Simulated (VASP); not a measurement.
# P (P4/mmm) in VASP: single point with PBE+D3(BJ)

Aim: the single point of P with PBE+D3(BJ).

Program: VASP 6.6.1. These are calculated values, not measurements. Logs are shortened: lines on timing, memory, paths and dates and some standing lists are left out, and cuts for length are marked.

## 1. The cell of the first run

It takes space group P4/mmm (No. 123, tetragonal). Conventional cell: a = 4.273 Å, b = 4.273 Å, c = 4.378 Å, α = 90.00°, β = 90.00°, γ = 90.00°. Within 5.6 Å of P (site symmetry 4/mmm) lie 6 P at 4.27 to 4.38 Å.

## 2. Single point, PBE+D3(BJ)

The input, INCAR:

```
SYSTEM = P
ALGO = Normal ; EDIFF = 1E-6
ENCUT = 520 ; GGA = PE
ISIF = 2 ; ISMEAR = 0
IVDW = 12 ; LASPH = .TRUE.
LCHARG = .FALSE. ; LREAL = .FALSE.
LWAVE = .FALSE. ; NBANDS = 8
NELM = 80 ; PREC = Accurate
SIGMA = 0.15
```

The input, KPOINTS:

```
k-points
0
G
  12 12 12
  0 0 0
```

The input, POSCAR:

```
P
1.0
    4.2729048574      0.0000000000      0.0000000000
    0.0000000000      4.2729048574      0.0000000000
    0.0000000000      0.0000000000      4.3780000000
P
1
Direct
    0.0000000000      0.0000000000      0.0000000000
```

Potentials or basis: VASP PAW PBE potentials, release 64 (P).

The run is started by

```sh
cat potpaw_PBE.64/P/POTCAR > POTCAR
mpirun -np 1 vasp_std > vasp.out
```

OUTCAR:

```text
SYSTEM = P
   EDIFF = 1E-6
   ENCUT = 520
   GGA = PE
   ISIF = 2
   ISMEAR = 0
   IVDW = 12
   LASPH = .TRUE.
   LREAL = .FALSE.
   NELM = 80
   PREC = Accurate
 IVDW          = 12

 ion  position               nearest neighbor table
   1  0.000  0.000  0.000-

  LATTYP: Found a simple tetragonal cell.
 ALAT       =     4.2729048574
 C/A-ratio  =     1.0245957132

  Lattice vectors:

 A1 = (   4.2729048574,   0.0000000000,   0.0000000000)
 A2 = (   0.0000000000,   4.2729048574,   0.0000000000)
 A3 = (   0.0000000000,   0.0000000000,   4.3780000000)

Analysis of symmetry for initial positions (statically):
=====================================================================
 Subroutine PRICEL returns:
 Original cell was already a primitive cell.

 Routine SETGRP: Setting up the symmetry group for a
 simple tetragonal supercell.

 Subroutine GETGRP returns: Found 16 space group operations
 (whereof 16 operations were pure point group operations)
 out of a pool of 16 trial point group operations.

The static configuration has the point symmetry D_4h.

Analysis of symmetry for dynamics (positions and initial velocities):
=====================================================================
 Subroutine PRICEL returns:
 Original cell was already a primitive cell.

 Routine SETGRP: Setting up the symmetry group for a
 simple tetragonal supercell.

 Subroutine GETGRP returns: Found 16 space group operations
 (whereof 16 operations were pure point group operations)
 out of a pool of 16 trial point group operations.

The dynamic configuration has the point symmetry D_4h.

 Subroutine INISYM returns: Found 16 space group operations
 (whereof 16 operations are pure point group operations),
 and found     1 'primitive' translations

----------------------------------------------------------------------------------------

                                     Primitive cell

  volume of cell :      79.9323

  direct lattice vectors                    reciprocal lattice vectors
     4.272904857  0.000000000  0.000000000     0.234032826  0.000000000  0.000000000
     0.000000000  4.272904857  0.000000000     0.000000000  0.234032826  0.000000000
     0.000000000  0.000000000  4.378000000     0.000000000  0.000000000  0.228414801

  length of vectors
     4.272904857  4.272904857  4.378000000     0.234032826  0.234032826  0.228414801

  position of ions in fractional coordinates (direct lattice)
     0.000000000  0.000000000  0.000000000

  ion indices of the primitive-cell ions
   primitive index   ion index
                 1           1

----------------------------------------------------------------------------------------

 KPOINTS: k-points

Automatic generation of k-mesh.
 Grid dimensions read from file:
 generate k-points for:   12   12   12

 Generating k-lattice:

  Cartesian coordinates                     Fractional coordinates (reciprocal lattice)
     0.019502736  0.000000000  0.000000000     0.083333333  0.000000000  0.000000000
     0.000000000  0.019502736  0.000000000     0.000000000  0.083333333  0.000000000
     0.000000000  0.000000000  0.019034567     0.000000000  0.000000000  0.083333333

  Length of vectors
     0.019502736  0.019502736  0.019034567

  Shift w.r.t. Gamma in fractional coordinates (k-lattice)
     0.000000000  0.000000000  0.000000000

 Subroutine IBZKPT returns following result:
 ===========================================

 Found    196 irreducible k-points:

 Following reciprocal coordinates:
            Coordinates               Weight
  0.000000  0.000000  0.000000      1.000000
  0.083333  0.000000  0.000000      4.000000
  0.166667  0.000000  0.000000      4.000000
  0.250000  0.000000  0.000000      4.000000
  0.333333  0.000000  0.000000      4.000000
  0.416667  0.000000  0.000000      4.000000
[... 16 lines left out ...]
  0.333333  0.333333  0.000000      4.000000
  0.416667  0.333333  0.000000      8.000000
 [... further k-points ...]
   k-points           NKPTS =    196   k-points in BZ     NKDIM =    196   number of bands    NBANDS=      8
   number of dos      NEDOS =    301   number of ions     NIONS =      1
   total plane-waves  NPLWV =  36864
   dimension x,y,z NGX =    32 NGY =   32 NGZ =   36
   dimension x,y,z NGXF=    64 NGYF=   64 NGZF=   72
   ions per type =               1
   NGX,Y,Z   is equivalent  to a cutoff of  12.45, 12.45, 13.67 a.u.
   NGXF,Y,Z  is equivalent  to a cutoff of  24.90, 24.90, 27.34 a.u.
 SYSTEM =  P
   PREC   = accura    normal or accurate (medium, high low for compatibility)
   ISTART =      0    job   : 0-new  1-cont  2-samecut
   ICHARG =      2    charge: 1-file 2-atom 10-const
   ISPIN  =      1    spin polarized calculation?
   LNONCOLLINEAR =      F non collinear calculations
   LSORBIT =      F    spin-orbit coupling
   LASPH  =      T    aspherical Exc in radial PAW
   ENCUT  =  520.0 eV  38.22 Ry    6.18 a.u.   7.94  7.94  8.14*2*pi/ulx,y,z
   NELM   =     80;   NELMIN=  2; NELMDL= -5     # of ELM steps
   EDIFF  = 0.1E-05   stopping-criterion for ELM
   LREAL  =      F    real-space projection
   EDIFFG = 0.1E-04   stopping-criterion for IOM
   NSW    =      0    number of steps for IOM
   IBRION =     -1    ionic relax: 0-MD 1-quasi-New 2-CG
   NFREE  =      0    steps in history (QN), initial steepest desc. (CG)
   ISIF   =      2    stress and relaxation
   ISYM   =      2    0-nonsym 1-usesym 2-fastsym
   POTIM  = 0.5000    time-step for ionic-motion
   TEBEG  =    0.0;   TEEND  =   0.0 temperature during run
   PSTRESS=    0.0 pullay stress
   NELECT =       5.0000    total number of electrons
   NUPDOWN=      -1.0000    fix difference up-down
   EMIN   =  10.00;   EMAX   =-10.00  energy-range for DOS
   EFERMI =   0.00;   METHOD = LEGACY
   ISMEAR =     0;   SIGMA  =   0.15  broadening in eV -4-tet -1-fermi 0-gaus
   EFERMI_NEDOS =   21; number of points for ismear=-14 and -15
   IALGO  =     38    algorithm
   IMIX   =      4    mixing-type and parameters
     AMIX     =   0.40;   BMIX     =  1.00
     AMIX_MAG =   1.60;   BMIX_MAG =  1.00
  volume/ion in A,a.u.               =      79.93       539.41
  Fermi-wavevector in a.u.,A,eV,Ry     =   0.649866  1.228069  5.746099  0.422326
  Thomas-Fermi vector in A             =   1.718961
   LORBIT       =      0    0 simple, 1 ext, 2 COOP (PROOUT), +10 PAW based schemes
   GGA     = PE    functional components
   LHFCALC =     F    Hartree Fock is set to
   AEXX    =    0.0000 exact exchange contribution
   IVDW    =    12    specifies the selected vdW correction
   LEPSILON=     F    determine dielectric tensor
   LRPA    =     F    only Hartree local field effects (RPA)
 non-spin polarized calculation
 Gauss-broadening in eV      SIGMA  =   0.15
  energy-cutoff  :      520.00
  volume of cell :       79.93
 maximum number of plane-waves:      2208
 NGX is ok and might be reduce to    32
   NGX = 15   NGY = 15   NGZ = 17

 number of electron       4.9999999 magnetization

 Free energy of the ion-electron system (eV)
  ---------------------------------------------------
  ext. energy  EPLUGINS =         0.00000000
  ---------------------------------------------------
  free energy    TOTEN  =        -1.15151290 eV

  energy without entropy =       -1.11275099  energy(sigma->0) =       -1.13213194

 E-fermi :  -3.0504     XC(G=0):  -4.9444

 val. band max:       -3.0515255212   @ k =   0.2500   0.0833   0.5000
 cond. band min:      -3.0497767547   @ k =   0.4167   0.0833   0.2500
 fundamental gap:      0.0017487665
 Fermi energy:        -3.0504430231

 k-point     1 :       0.0000    0.0000    0.0000
  band No.  band energies     occupation
      1     -11.8095      2.00000
      2      -2.6123      0.00004
      3      -2.5052      0.00000
      4      -2.5052      0.00000
      5       1.6761      0.00000
      6       4.4663      0.00000
      7       4.5464      0.00000
      8       8.9819      0.00000

 k-point     2 :       0.0833    0.0000    0.0000
  band No.  band energies     occupation
      1     -11.7987      2.00000
      2      -2.6243      0.00006
      3      -2.6027      0.00002
      4      -2.4960      0.00000
      5       1.7926      0.00000
      6       4.5151      0.00000
      7       4.6495      0.00000
      8       8.5215      0.00000

 k-point     3 :       0.1667    0.0000    0.0000
  band No.  band energies     occupation
      1     -11.7690      2.00000
      2      -2.9193      0.21627
      3      -2.5761      0.00001
      4      -2.4706      0.00000
      5       2.0885      0.00000
      6       4.6272      0.00000
      7       4.9317      0.00000
      8       7.8699      0.00000

 k-point     4 :       0.2500    0.0000    0.0000
  band No.  band energies     occupation
      1     -11.7274      2.00000
      2      -3.2710      1.96244
      3      -2.5391      0.00000
      4      -2.4352      0.00000
      5       2.4758      0.00000
      6       4.7891      0.00000
      7       5.1846      0.00000
      8       7.2976      0.00000

 k-point     5 :       0.3333    0.0000    0.0000
  band No.  band energies     occupation
      1     -11.6847      2.00000
      2      -3.5823      2.00000
      3      -2.5011      0.00000
      4      -2.3989      0.00000
      5       2.9024      0.00000
      6       4.9738      0.00000
      7       5.1294      0.00000
      8       6.8586      0.00000

 k-point     6 :       0.4167    0.0000    0.0000
  band No.  band energies     occupation
      1     -11.6526      2.00000
      2      -3.7917      2.00000
      3      -2.4727      0.00000
      4      -2.3719      0.00000
      5       3.3207      0.00000
      6       4.8092      0.00000
      7       5.1314      0.00000
      8       6.5832      0.00000

 k-point     7 :       0.5000    0.0000    0.0000
  band No.  band energies     occupation
      1     -11.6407      2.00000
      2      -3.8651      2.00000
      3      -2.4622      0.00000
      4      -2.3618      0.00000
      5       3.5488      0.00000
      6       4.5903      0.00000
      7       5.1948      0.00000
      8       6.4894      0.00000
[... 133 lines left out ...]
 k-point    20 :       0.3333    0.2500    0.0000
  band No.  band energies     occupation
      1     -11.6070      2.00000
      2      -3.4591      1.99988
      3      -3.0885      1.28005
      4      -2.4338      0.00000
      5       3.4097      0.00000
      6       4.5984      0.00000
      7       6.0296      0.00000
      8       6.5903      0.00000

 k-point    21 :       0.4167    0.2500    0.0000
  band No.  band energies     occupation
      1     -11.5761      2.00000
      2      -3.6568      2.00000
      3      -3.0470      0.97408
      4      -2.4070      0.00000
      5       3.6058      0.00000
      6       4.4190      0.00000
      7       6.1047      0.00000
      8       6.6078      0.00000

 k-point    22 :       0.5000    0.2500    0.0000
  band No.  band energies     occupation
      1     -11.5646      2.00000
      2      -3.7269      2.00000
      3      -3.0309      0.85362
      4      -2.3971      0.00000
      5       3.6738      0.00000
      6       4.3591      0.00000
      7       6.1514      0.00000
      8       6.5484      0.00000

 k-point    23 :       0.3333    0.3333    0.0000
  band No.  band energies     occupation
      1     -11.5666      2.00000
      2      -3.4222      1.99954
      3      -3.3484      1.99503
      4      -2.3990      0.00000
      5       3.4276      0.00000
      6       4.5408      0.00000
      7       6.4094      0.00000
      8       6.6627      0.00000

 k-point    24 :       0.4167    0.3333    0.0000
  band No.  band energies     occupation
      1     -11.5364      2.00000
      2      -3.5846      2.00000
      3      -3.3315      1.99196
      4      -2.3731      0.00000
      5       3.3253      0.00000
      6       4.6474      0.00000
      7       6.5387      0.00000
      8       6.7033      0.00000

 [... further k-points ...]

------------------------ aborting loop because EDIFF is reached ----------------------------------------

 Edisp (eV)   -0.07987

 E8    (eV) :    -0.0276

  FORCE on cell =-STRESS in cart. coord.  units (eV):
  Direction    XX          YY          ZZ          XY          YZ          ZX
  --------------------------------------------------------------------------------------
  -------------------------------------------------------------------------------------
  Total      -1.98406    -1.98406    -1.78794     0.00000     0.00000     0.00000
  in kB     -39.76892   -39.76892   -35.83773     0.00000     0.00000     0.00000
  external pressure =      -38.46 kB  Pullay stress =        0.00 kB

 VOLUME and BASIS-vectors are now :
 -----------------------------------------------------------------------------
  energy-cutoff  :      520.00
  volume of cell :       79.93
      direct lattice vectors                 reciprocal lattice vectors
     4.272904857  0.000000000  0.000000000     0.234032826  0.000000000  0.000000000
     0.000000000  4.272904857  0.000000000     0.000000000  0.234032826  0.000000000
     0.000000000  0.000000000  4.378000000     0.000000000  0.000000000  0.228414801

 POSITION                                       TOTAL-FORCE (eV/Angst)
 -----------------------------------------------------------------------------------
      0.00000      0.00000      0.00000         0.000000      0.000000      0.000000
 -----------------------------------------------------------------------------------
    total drift:                                0.000000      0.000000      0.000000

  FREE ENERGIE OF THE ION-ELECTRON SYSTEM (eV)
  ---------------------------------------------------
  free  energy   TOTEN  =        -1.2313819565 eV

  energy  without entropy=       -1.1926200453  energy(sigma->0) =       -1.21200100
```

Wall time 24 s (1 thread of Intel Xeon 6975P-C (Granite Rapids), shared host); peak memory 0.25 GiB.

What came out:

```
Free energy                : -1.2314 eV
Pressure                   : -3.8 GPa
Dispersion energy per atom : -0.080 eV
```

Stress tensor (GPa, compression positive):
```
-3.98  0.00  0.00
 0.00 -3.98  0.00
 0.00  0.00 -3.58
```

Levels at points of the mesh, in eV from the Fermi level:
| k point | band 1 | band 2 | band 3 | band 4 | band 5 |
| --- | --- | --- | --- | --- | --- |
| (0.00, 0.00, 0.00) | -8.76 | 0.44 | 0.55 | 0.55 | 4.73 |
| (0.50, 0.00, 0.00) | -8.59 | -0.81 | 0.59 | 0.69 | 6.60 |
| (0.50, 0.50, 0.00) | -8.43 | -0.52 | -0.52 | 0.72 | 5.95 |
| (0.00, 0.00, 0.50) | -8.62 | -0.77 | 0.66 | 0.66 | 6.57 |
| (0.50, 0.00, 0.50) | -8.46 | -0.56 | -0.47 | 0.79 | 5.93 |
| (0.50, 0.50, 0.50) | -8.32 | -0.32 | -0.32 | -0.23 | 6.95 |

Caveat: pairwise dispersion overbinds metals, which lowers pressure and volume.
